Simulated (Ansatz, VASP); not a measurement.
Two plane-wave programs on Sr

```xyz
1
Lattice="0.0000 3.0423 3.0423 3.0423 0.0000 3.0423 3.0423 3.0423 0.0000" Properties=species:S:1:pos:R:3 pbc="T T T"
Sr    0.0000    0.0000    0.0000
```

Alike in both runs: task single point; functional PBEsol; k mesh 6 × 6 × 6; occupations gaussian, width 0.1 eV; no spin polarisation.

|  | VASP | Ansatz |
| --- | --- | --- |
| version | VASP 6.6.1 | Ansatz 0.2.0 |
| potentials or method | VASP PAW PBE potentials, release 64 (Sr_sv), cutoff 500 eV | scalar-relativistic, plane waves, PAW |
| valence electrons in the cell | 10 | 10 |

|  | VASP | Ansatz | Ansatz less VASP |
| --- | --- | --- | --- |
| gap on the k mesh at the Fermi level (eV) | 0.05 | 0.05 | -0.001 |
| least direct gap on the mesh (eV) | 0.05 | 0.05 | -0.001 |
| pressure (GPa) | -0.9 | -0.9 | -0.01 |

VASP's potentials were made for PBE, not for PBEsol. The functional is the same, so the differences come from potentials, cutoffs and numerics.
